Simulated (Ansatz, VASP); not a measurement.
Sn in VASP and in Ansatz

Contents of INCAR:

```
SYSTEM = Sn
PREC     = Accurate       ! precision mode
ENCUT    = 520            ! plane-wave cutoff, eV
EDIFF    = 1E-7           ! SCF threshold, eV
ISMEAR   = -1             ! smearing method
SIGMA    = 0.05           ! smearing width, eV
LREAL    = .False.        ! projectors in reciprocal space
LASPH    = .True.         ! aspherical terms in the spheres
NELM     = 80             ! most SCF steps
ALGO     = Normal         ! electronic algorithm
ISIF     = 2              ! what is computed and relaxed
LWAVE    = .False.        ! write WAVECAR
LCHARG   = .False.        ! write CHGCAR
GGA      = PS             ! functional
NBANDS   = 21             ! bands
```

The input KPOINTS:

```
regular mesh
0
Gamma
  11 11 11
  0 0 0
```

Contents of POSCAR:

```
Sn
1.0
    0.0000000000      3.2670946662      3.2670946662
    3.2670946662      0.0000000000      3.2670946662
    3.2670946662      3.2670946662      0.0000000000
Sn
2
Direct
    0.5000000000      0.5000000000      0.5000000000
    0.7500000000      0.7500000000      0.7500000000
```

Input for Ansatz:

```yaml
crystal:
  lattice:
    - [0.0, 3.2670946662, 3.2670946662]
    - [3.2670946662, 0.0, 3.2670946662]
    - [3.2670946662, 3.2670946662, 0.0]
  atoms:
    - { symbol: Sn, position: [0.5, 0.5, 0.5] }
    - { symbol: Sn, position: [0.75, 0.75, 0.75] }
kpoints:
  mp_grid: { grid: [11, 11, 11] }
  band_path:
    path:
      - [0.0, 0.0, 0.0]
      - [0.5, 0.0, 0.5]
      - [0.625, 0.25, 0.625]
      - [0.375, 0.375, 0.75]
      - [0.0, 0.0, 0.0]
      - [0.5, 0.5, 0.5]
      - [0.5, 0.25, 0.75]
      - [0.5, 0.0, 0.5]
    npoints: 5
scf:
  occupations: { method: fermi_dirac, width: 0.05 }
hamiltonian:
  xc: pbesol
  pseudopotentials: { kind: all_electron, lapw: { basis_error: 0.001 } }
output:
  forces: true
  stress: true
  eigenvalues: true
```

Change from the starting cell: volume scaled by 1.02.

Alike in both runs: task single point; functional PBEsol; k mesh 11 × 11 × 11; occupations fermi-dirac, width 0.05 eV; no spin polarisation.

|  | VASP | Ansatz |
| --- | --- | --- |
| version | VASP 6.6.1 | Ansatz 0.2.0 |
| potentials or method | VASP PAW PBE potentials, release 64 (Sn_d), cutoff 520 eV | all-electron LAPW, scalar-relativistic |

```csv
,VASP,Ansatz,Ansatz less VASP
pressure (GPa),0.1,0.1,+0.07
```

VASP's potentials were made for PBE, not for PBEsol. Ansatz ran all-electron here, and VASP with PAW potentials.
